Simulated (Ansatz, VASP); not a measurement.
# Two plane-wave programs on AlN

```
Al N
1.0
     0.00000    1.97544    1.97544
     1.97544    0.00000    1.97544
     1.97544    1.97544    0.00000
Al N
1 1
Cartesian
  1.9754 1.9754 1.9754
  0.0000 0.0000 0.0000
```

Alike in both runs: task single point; functional r2SCAN; dispersion rVV10; k mesh 10 × 10 × 10; occupations gaussian, width 0.02 eV; no spin polarisation.

```csv
,VASP,Ansatz
version,VASP 6.6.1,Ansatz 0.2.0
potentials or method,"VASP PAW PBE potentials, release 64 (Al, N), cutoff 660 eV","scalar-relativistic, plane waves, PAW"
valence electrons in the cell,8,8
```

|  | VASP | Ansatz | Ansatz less VASP |
| --- | --- | --- | --- |
| gap on the k mesh at the Fermi level (eV) | 5.82 | 5.86 | +0.036 |
| least direct gap on the mesh (eV) | 7.58 | 7.52 | -0.054 |
| pressure (GPa) | 18.8 | 19.4 | +0.63 |

VASP's potentials were made for PBE, not for r2SCAN.
